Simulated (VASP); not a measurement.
**TiSi2: single point with PBE**

TiSi2:

```
CELL_PARAMETERS angstrom
-1.47990 1.71185 4.20257
1.47990 -1.71185 4.20257
1.47990 1.71185 -4.20257
ATOMIC_POSITIONS crystal
Ti 0.00000 0.00000 0.00000
Si 0.66988 0.66988 0.00000
Si 0.33012 0.33012 0.00000
```

```
Program                : VASP 6.6.1
Task                   : single point
Functional             : PBE
Potentials or basis    : VASP PAW PBE potentials, release 64 (Ti_sv, Si)
Cutoff                 : 520 eV
k mesh                 : 12 × 12 × 12
Occupations            : fermi-dirac, width 0.05 eV
Spin                   : no spin polarisation
Dipole correction      : no
Further INCAR settings : ALGO = Normal; EDIFF = 1e-07; NBANDS = 17
```

- Pressure: 0.0 GPa
- Largest force: 0.006 eV/Å
- Band gap on the k mesh: zero (band 10 reaches 11.28 eV, above the bottom of band 11 at 8.97 eV)

Forces in eV/Å, atoms in the order of the input:
```
Ti   0.000  0.000  0.000
Si   0.000  0.000 -0.006
Si   0.000  0.000  0.006
```

Levels at points of the mesh, in eV from the Fermi level:
```
           k point  band 6  band 7  band 8  band 9  band 10  band 11  band 12  band 13  band 14  band 15
(0.00, 0.00, 0.00)   -4.72   -4.08   -2.10   -0.60     0.70     2.09     2.38     3.15     3.79     4.10
(0.50, 0.00, 0.00)   -9.07   -4.30   -3.71   -0.66     0.90     2.02     2.58     3.54     4.08     5.41
(0.00, 0.50, 0.00)   -8.12   -3.61   -3.37   -0.92    -0.42     0.98     2.79     3.37     4.03     4.21
(0.50, 0.50, 0.00)   -5.25   -5.03   -4.68   -2.88    -1.27    -0.66     2.75     2.90     3.15     3.48
(0.50, 0.50, 0.50)   -8.82   -1.26   -1.23   -0.34     0.49     1.95     2.36     2.44     3.76     3.86
```

It took 2.3 min on 1 thread of Intel(R) Xeon(R) Platinum 8559C (Emerald Rapids), on a shared host, peak memory 0.34 GiB.
